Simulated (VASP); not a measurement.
Ho2O:

```
Ho O
1.0
     3.34713    0.00000    0.00000
     0.00000    3.34713    0.00000
     0.00000    0.00000    5.11468
Ho O
2 1
Direct
  0.50000 0.50000 0.00000
  0.00000 0.00000 0.50000
  0.00000 0.00000 0.00000
```

The cell was generated, and may not be a known phase.

```yaml
Program: VASP 6.6.1
Task: relaxation of cell and atoms
Functional: PBE
Potentials_or_basis: VASP PAW PBE potentials, release 64 (Ho_3, O), 4f in core
Cutoff: 600 eV
k_mesh: 10 × 10 × 8
Occupations: gaussian, width 0.1 eV
Spin: no spin polarisation
```

At the start: pressure 0.7 GPa; volume 19.10 Å³/atom.

Question: How do energy, volume and symmetry change on relaxing?

Answer: Over 23 steps the energy falls by 18.1 meV/atom and the volume is 19.16 Å³/atom (+0.3 %); space group P4/mmm (No. 123, to 0.1 Å) before and after.

Step by step:
| step | energy change (eV) | largest force (eV/Å) | pressure (GPa) | volume (Å³) |
| --- | --- | --- | --- | --- |
| 1 | 0.0000 | 0.0000 | 0.66 | 57.30 |
| 2 | -0.0023 | 0.0000 | -0.53 | 57.96 |
| 3 | -0.0023 | 0.0000 | -0.42 | 57.89 |
| 4 | -0.0044 | 0.0000 | -0.38 | 57.75 |
| 5 | -0.0119 | 0.0000 | -0.14 | 57.32 |
| 6 | -0.0352 | 0.0000 | 1.11 | 56.39 |
| 7 | 0.1038 | 0.0000 | 8.36 | 54.23 |
| 8 | -0.0380 | 0.0000 | 1.47 | 56.22 |
| 9 | -0.0357 | 0.0000 | 3.24 | 55.53 |
| 10 | -0.0405 | 0.0000 | 2.10 | 55.95 |
| 11 | -0.0405 | 0.0000 | 2.34 | 55.85 |
| 12 | -0.0408 | 0.0000 | 2.36 | 55.85 |
| 13 | -0.0415 | 0.0000 | 2.48 | 55.84 |
| 14 | -0.0413 | 0.0000 | 2.73 | 55.83 |
| 15 | -0.0417 | 0.0000 | 2.58 | 55.84 |
| 16 | -0.0426 | 0.0000 | 2.45 | 55.89 |
| 17 | -0.0450 | 0.0000 | 2.18 | 56.06 |
| 18 | -0.0490 | 0.0000 | 1.65 | 56.40 |
| 19 | -0.0536 | 0.0000 | 0.56 | 57.08 |
| 20 | -0.0542 | 0.0000 | 0.04 | 57.42 |
| 21 | -0.0542 | 0.0000 | 0.03 | 57.45 |
| 22 | -0.0542 | 0.0000 | -0.05 | 57.48 |
| 23 | -0.0542 | 0.0000 | -0.03 | 57.47 |

Final structure:
```yaml
crystal:
  lattice:
    - [3.51491, 0.00000, 0.00000]
    - [0.00000, 3.51491, 0.00000]
    - [0.00000, 0.00000, 4.65181]
  atoms:
    - { symbol: Ho, position: [0.50000, 0.50000, 0.00000] }
    - { symbol: Ho, position: [0.00000, 0.00000, 0.50000] }
    - { symbol: O, position: [0.00000, 0.00000, 0.00000] }
```

Caveat: the run has no spin polarisation, though such a crystal can be magnetic.
